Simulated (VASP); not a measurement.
Write the native input for VASP 6.6.1 that does the following.

- Task: single point
- Functional: r2SCAN
- Potentials or basis: VASP PAW PBE potentials, release 64 (Ba_sv)
- Cutoff: 520 eV
- k mesh: 8 × 8 × 8
- Occupations: fermi-dirac, width 0.1 eV
- Spin: no spin polarisation
- Dipole correction: no
- Further INCAR settings: ALGO = Normal; EDIFF = 1e-06; NBANDS = 17

Ba:

```xyz
2
Lattice="0.0000 3.6339 3.6339 3.6339 0.0000 3.6339 3.6339 3.6339 0.0000" Properties=species:S:1:pos:R:3 pbc="T T T"
Ba    0.9085    0.9085    0.9085
Ba    6.3593    6.3593    6.3593
```

This isn't the form of Ba at room conditions, which is bcc.

The input as run:

POSCAR

```
Ba
1.0
    0.0000000000      3.6338696180      3.6338696180
    3.6338696180      0.0000000000      3.6338696180
    3.6338696180      3.6338696180      0.0000000000
Ba
2
Direct
    0.1250000000      0.1250000000      0.1250000000
    0.8750000000      0.8750000000      0.8750000000
```

INCAR.step1

```
SYSTEM = Ba
PREC     = Accurate       ! precision mode
ENCUT    = 520            ! plane-wave cutoff, eV
ISMEAR   = -1             ! smearing method
SIGMA    = 0.1            ! smearing width, eV
LREAL    = .FALSE.        ! projectors in reciprocal space
LASPH    = .TRUE.         ! aspherical terms in the spheres
NELM     = 80             ! most SCF steps
NBANDS   = 17             ! bands
GGA      = PE             ! functional
ALGO     = Normal         ! electronic algorithm
EDIFF    = 1E-4           ! SCF threshold, eV
LWAVE    = .TRUE.         ! write WAVECAR
LCHARG   = .FALSE.        ! write CHGCAR
```

INCAR.step2

```
SYSTEM = Ba
PREC     = Accurate       ! precision mode
ENCUT    = 520            ! plane-wave cutoff, eV
EDIFF    = 1E-6           ! SCF threshold, eV
ISMEAR   = -1             ! smearing method
SIGMA    = 0.1            ! smearing width, eV
LREAL    = .FALSE.        ! projectors in reciprocal space
LASPH    = .TRUE.         ! aspherical terms in the spheres
NELM     = 80             ! most SCF steps
ALGO     = Normal         ! electronic algorithm
ISIF     = 2              ! what is computed and relaxed
LWAVE    = .FALSE.        ! write WAVECAR
LCHARG   = .FALSE.        ! write CHGCAR
METAGGA  = R2SCAN         ! meta-GGA
LMIXTAU  = .TRUE.       
NBANDS   = 17             ! bands
ISTART   = 1
```

KPOINTS

```
Automatic mesh
0
G
  8 8 8
  0 0 0
```

Potentials or basis: VASP PAW PBE potentials, release 64 (Ba_sv).

The run is started by

```bash
$ cat potpaw_PBE.64/Ba_sv/POTCAR > POTCAR
$ cp INCAR.step1 INCAR
$ mpirun -np 1 vasp_std > vasp.out
$ cp INCAR.step2 INCAR
$ mpirun -np 1 vasp_std > vasp.out
```

Results of the run:

* Pressure: 3.3 GPa
* Band gap on the k mesh: zero (bands 10 and 11 overlap by 0.25 eV)

Caveat: the cell stands under pressure; the PAW data sets were made with another functional, which shifts forces and pressure a little; spin-orbit coupling is left out, which moves the levels of the heavy elements.

It took 3.6 min on 1 thread of Intel(R) Xeon(R) Platinum 8259CL CPU @ 2.50GHz (Skylake/Cascade Lake), with other jobs on the host, peak memory 0.27 GiB.
